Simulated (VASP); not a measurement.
# CuO (Fm-3m) in VASP: single point with PBE+U

Aim: the single point of CuO with PBE+U.

All numbers are computed with VASP 6.6.1; they aren't measurements. Logs are shortened: lines on timing, memory, paths and dates and some standing lists are left out, and cuts for length are marked.

### Step 1. The cell of the first run

It takes space group Fm-3m (No. 225, cubic). The conventional cell has a = 4.233 Å, b = 4.233 Å, c = 4.233 Å, α = 90.00°, β = 90.00°, γ = 90.00°. Cu (site symmetry m-3m) has 6 O at 2.12 Å within 2.8 Å. O (site symmetry m-3m) has 6 Cu at 2.12 Å within 2.8 Å.

### Step 2. Single point, PBE+U, collinear spin, ferromagnetic start

File INCAR:

```
SYSTEM = CuO
  PREC = Accurate
  ENCUT = 600
  EDIFF = 1E-6
  ISMEAR = -5
  SIGMA = 0.1
  LREAL = .FALSE.
  LASPH = .TRUE.
  NELM = 200
  ALGO = Normal
  ISIF = 2
  LWAVE = .FALSE.
  LCHARG = .FALSE.
  ISPIN = 2
  MAGMOM = 0.46 0.25
  LORBIT = 11
  LMAXMIX = 4
  LDAU = .TRUE.
  LDAUTYPE = 1
  LDAUL = 2 -1
  LDAUU = 3.4 0
  LDAUJ = 0.36 0
  LDAUPRINT = 1
  GGA = PE
  NBANDS = 20
  ISYM = 0
  GGA_COMPAT = .FALSE.
```

File KPOINTS:

```
Automatic mesh
0
Gamma
  4 4 4
  0.5 0.5 0.5
```

File POSCAR:

```
CuO
1.0
    0.0000000000      2.1165600000      2.1165600000
    2.1165600000      0.0000000000      2.1165600000
    2.1165600000      2.1165600000      0.0000000000
Cu O
1 1
Direct
    0.0000000000      0.0000000000      0.0000000000
    0.5000000000      0.5000000000      0.5000000000
```

Potentials or basis: VASP PAW PBE potentials, release 64 (Cu, O).

Launch:

```console
$ cat potpaw_PBE.64/Cu/POTCAR potpaw_PBE.64/O/POTCAR > POTCAR
$ mpirun -np 1 vasp_std > vasp.out
```

OUTCAR:

```text
SYSTEM = CuO
   PREC = Accurate
   ENCUT = 600
   EDIFF = 1E-6
   ISMEAR = -5
   LREAL = .FALSE.
   LASPH = .TRUE.
   NELM = 200
   ISIF = 2
   ISPIN = 2
   LORBIT = 11
   GGA = PE
   ISYM = 0

 ion  position               nearest neighbor table
   1  0.000  0.000  0.000-   2 2.12   2 2.12   2 2.12   2 2.12   2 2.12   2 2.12
   2  0.500  0.500  0.500-   1 2.12   1 2.12   1 2.12   1 2.12   1 2.12   1 2.12

IMPORTANT INFORMATION: All symmetrisations will be switched off!
NOSYMM: (Re-)initialisation of all symmetry stuff for point group C_1.

----------------------------------------------------------------------------------------

                                     Primitive cell

  volume of cell :      18.9636

  direct lattice vectors                    reciprocal lattice vectors
     0.000000000  2.116560000  2.116560000    -0.236232377  0.236232377  0.236232377
     2.116560000  0.000000000  2.116560000     0.236232377 -0.236232377  0.236232377
     2.116560000  2.116560000  0.000000000     0.236232377  0.236232377 -0.236232377

  length of vectors
     2.993267858  2.993267858  2.993267858     0.409166479  0.409166479  0.409166479

  position of ions in fractional coordinates (direct lattice)
     0.000000000  0.000000000  0.000000000
     0.500000000  0.500000000  0.500000000

  ion indices of the primitive-cell ions
   primitive index   ion index
                 1           1
                 2           2

----------------------------------------------------------------------------------------

 KPOINTS: Automatic mesh

Automatic generation of k-mesh.
 Grid dimensions read from file:
 generate k-points for:    4    4    4

 Generating k-lattice:

  Cartesian coordinates                     Fractional coordinates (reciprocal lattice)
    -0.059058094  0.059058094  0.059058094     0.250000000  0.000000000  0.000000000
     0.059058094 -0.059058094  0.059058094     0.000000000  0.250000000  0.000000000
     0.059058094  0.059058094 -0.059058094     0.000000000  0.000000000  0.250000000

[... 124 lines left out ...]
  o =  0.9657  v =  0.0000  0.0000  0.0000  0.0000  0.0000 -0.3813  0.4340  0.0004 -0.8163  0.0008      0.0000  0.0000  0.0000  0.0000  0.0000  0.0000  0.0000  0.0000  0.0000  0.0000
  o =  0.9657  v =  0.0000  0.0000  0.0000  0.0000  0.0000 -0.7069 -0.7059  0.0008 -0.0451 -0.0005      0.0000  0.0000  0.0000  0.0000  0.0000  0.0000  0.0000  0.0000  0.0000  0.0000
  o =  0.9658  v =  0.0000  0.0000  0.0000  0.0000  0.0000  0.5958 -0.5598 -0.0000 -0.5759  0.0001      0.0000  0.0000  0.0000  0.0000  0.0000  0.0000  0.0000  0.0000  0.0000  0.0000
  o =  0.9691  v =  0.5974 -0.2469 -0.0002 -0.7630  0.0004  0.0000  0.0000  0.0000  0.0000  0.0000      0.0000  0.0000  0.0000  0.0000  0.0000  0.0000  0.0000  0.0000  0.0000  0.0000
  o =  0.9691  v = -0.0157  0.9476 -0.0001 -0.3190  0.0003  0.0000  0.0000  0.0000  0.0000  0.0000      0.0000  0.0000  0.0000  0.0000  0.0000  0.0000  0.0000  0.0000  0.0000  0.0000
  o =  0.9691  v =  0.8018  0.2025 -0.0001  0.5623 -0.0000  0.0000  0.0000  0.0000  0.0000  0.0000      0.0000  0.0000  0.0000  0.0000  0.0000  0.0000  0.0000  0.0000  0.0000  0.0000
  o =  0.9996  v =  0.0001  0.0001 -0.2539 -0.0003 -0.9672  0.0000  0.0000  0.0000  0.0000  0.0000      0.0000  0.0000  0.0000  0.0000  0.0000  0.0000  0.0000  0.0000  0.0000  0.0000
  o =  0.9997  v = -0.0003 -0.0001 -0.9672  0.0002  0.2539  0.0000  0.0000  0.0000  0.0000  0.0000      0.0000  0.0000  0.0000  0.0000  0.0000  0.0000  0.0000  0.0000  0.0000  0.0000

 number of electron      17.0000007 magnetization       1.0000091

 Free energy of the ion-electron system (eV)
  ---------------------------------------------------
  ext. energy  EPLUGINS =         0.00000000
  ---------------------------------------------------
  free energy    TOTEN  =        -8.49341476 eV

  energy without entropy =       -8.49341476  energy(sigma->0) =       -8.49341476

 E-fermi :   5.8095     XC(G=0): -12.3887

 val. band max:        5.6045491302   @ k =   0.3750   0.0000   0.0000
 cond. band min:       5.7834145595   @ k =  -0.2500   0.1250  -0.2500
 fundamental gap:      0.1788654293
 Fermi energy:         5.8095376066

 spin component 1

 k-point     1 :       0.1250    0.1250    0.1250
  band No.  band energies     occupation
      1     -13.4055      1.00000
      2       1.6277      1.00000
      3       1.6281      1.00000
      4       1.8389      1.00000
      5       2.4591      1.00000
      6       2.4606      1.00000
[... 1097 lines left out ...]
     19      36.2775      0.00000
     20      44.4225      0.00000

 [... further k-points ...]

------------------------ aborting loop because EDIFF is reached ----------------------------------------

  FORCE on cell =-STRESS in cart. coord.  units (eV):
  Direction    XX          YY          ZZ          XY          YZ          ZX
  --------------------------------------------------------------------------------------
  -------------------------------------------------------------------------------------
  Total        0.1124247      0.1046497      0.1219836      0.0010178     -0.0018597      0.0004754
  in kB        9.4984033      8.8415182     10.3060054      0.0859917     -0.1571163      0.0401690
  external PRESSURE =       9.5486423 kB  Pullay stress =       0.0000000 kB

 VOLUME and BASIS-vectors are now :
 -----------------------------------------------------------------------------
  energy-cutoff  :      600.00
  volume of cell :       18.96
      direct lattice vectors                 reciprocal lattice vectors
     0.000000000  2.116560000  2.116560000    -0.236232377  0.236232377  0.236232377
     2.116560000  0.000000000  2.116560000     0.236232377 -0.236232377  0.236232377
     2.116560000  2.116560000  0.000000000     0.236232377  0.236232377 -0.236232377

 POSITION                                       TOTAL-FORCE (eV/Angst)
 -----------------------------------------------------------------------------------
      0.00000      0.00000      0.00000        -0.000000     -0.000000     -0.000000
      2.11656      2.11656      2.11656         0.000000      0.000000      0.000000
 -----------------------------------------------------------------------------------
    total drift:                                0.000002     -0.000000      0.000001

  FREE ENERGIE OF THE ION-ELECTRON SYSTEM (eV)
  ---------------------------------------------------
  free  energy   TOTEN  =        -8.4934147617 eV

  energy  without entropy=       -8.4934147617  energy(sigma->0) =       -8.49341476

 total charge

# of ion       s       p       d       tot
------------------------------------------
    1        0.302   0.320   9.192   9.814
    2        1.567   3.371   0.000   4.938
--------------------------------------------------
tot          1.869   3.692   9.192  14.752

 magnetization (x)

# of ion       s       p       d       tot
------------------------------------------
    1       -0.002   0.002   0.602   0.602
    2        0.010   0.350   0.000   0.360
--------------------------------------------------
tot          0.008   0.352   0.602   0.962
```

OSZICAR:

```text
N       E                     dE             d eps       ncg     rms          rms(c)
DAV:   1     0.110051834903E+03    0.11005E+03   -0.86023E+03 11948   0.148E+03
DAV:   2    -0.215219717798E+01   -0.11220E+03   -0.98228E+02 10536   0.291E+02
DAV:   3    -0.104639683738E+02   -0.83118E+01   -0.76384E+01 11464   0.717E+01
DAV:   4    -0.105608493496E+02   -0.96881E-01   -0.97288E-01 11736   0.769E+00
DAV:   5    -0.105616602221E+02   -0.81087E-03   -0.81153E-03 11752   0.715E-01    0.108E+01
DAV:   6    -0.891524732398E+01    0.16464E+01   -0.60858E+00 14944   0.819E+01    0.844E+00
DAV:   7    -0.848022717247E+01    0.43502E+00   -0.13738E+00 12948   0.551E+01    0.176E+00
DAV:   8    -0.850693174252E+01   -0.26705E-01   -0.16769E-01 13980   0.584E+00    0.974E-01
DAV:   9    -0.849534143919E+01    0.11590E-01   -0.32315E-02 16628   0.737E+00    0.738E-01
DAV:  10    -0.849269970052E+01    0.26417E-02   -0.11370E-02 14180   0.370E+00    0.106E-01
DAV:  11    -0.849337051560E+01   -0.67082E-03   -0.13037E-03 14324   0.724E-01    0.392E-02
DAV:  12    -0.849338472657E+01   -0.14211E-04   -0.50364E-05 14568   0.189E-01    0.260E-02
DAV:  13    -0.849340262788E+01   -0.17901E-04   -0.27774E-05 13016   0.956E-02    0.254E-02
DAV:  14    -0.849341284098E+01   -0.10213E-04   -0.50868E-06 12908   0.105E-01    0.119E-02
DAV:  15    -0.849341387021E+01   -0.10292E-05   -0.10704E-06  9024   0.247E-02    0.117E-02
DAV:  16    -0.849341476166E+01   -0.89145E-06   -0.17941E-07  5712   0.108E-02
   1 F= -.84934148E+01 E0= -.84934148E+01  d E =0.000000E+00  mag=     1.0000
```

Run time: 5.7 min. Hardware: 1 thread of Intel Xeon 8259CL, shared host; peak memory 0.19 GiB.

What came out:

| Item | Value |
| --- | --- |
| Free energy | -8.4934 eV |
| Pressure | 1.0 GPa |
| Band gap on the k mesh | zero (filled and empty bands overlap) |
| Net moment | 1.00 μB per cell |
| Site moments | Cu +0.60; O +0.36 μB |
| Valence electrons inside the program's atomic spheres | Cu 9.81; O 4.94 |

Levels at points of the mesh, in eV from the Fermi level:
Spin up:
```tsv
k point	band 6	band 7	band 8	band 9	band 10	band 11	band 12	band 13
(0.12, 0.12, 0.12)	-3.35	-2.59	-1.66	-1.66	2.78	15.20	17.98	17.98
```
Spin down:
| k point | band 5 | band 6 | band 7 | band 8 | band 9 | band 10 | band 11 | band 12 |
| --- | --- | --- | --- | --- | --- | --- | --- | --- |
| (0.12, 0.12, 0.12) | -2.49 | -2.49 | -2.11 | -0.53 | -0.53 | 3.11 | 15.27 | 18.09 |

Eigenvalues of the final occupation matrices:
```
    site  spin  trace               eigenvalues
site 1 d     1   4.91  0.97 0.97 0.97 1.00 1.00
site 1 d     2   4.31  0.70 0.70 0.97 0.97 0.97
```

Caveat: the k points lie up to 0.64 Å⁻¹ apart, too coarse for converged energies and pressures of a metal; a cell with one magnetic atom can't hold antiferromagnetic order, which such compounds often take; tetrahedron occupations give inexact forces and stress in metals. The state reached can hang on the start; a lower one may exist.

The gap in the log of VASP goes by the Fermi energy; the results here count the filled bands.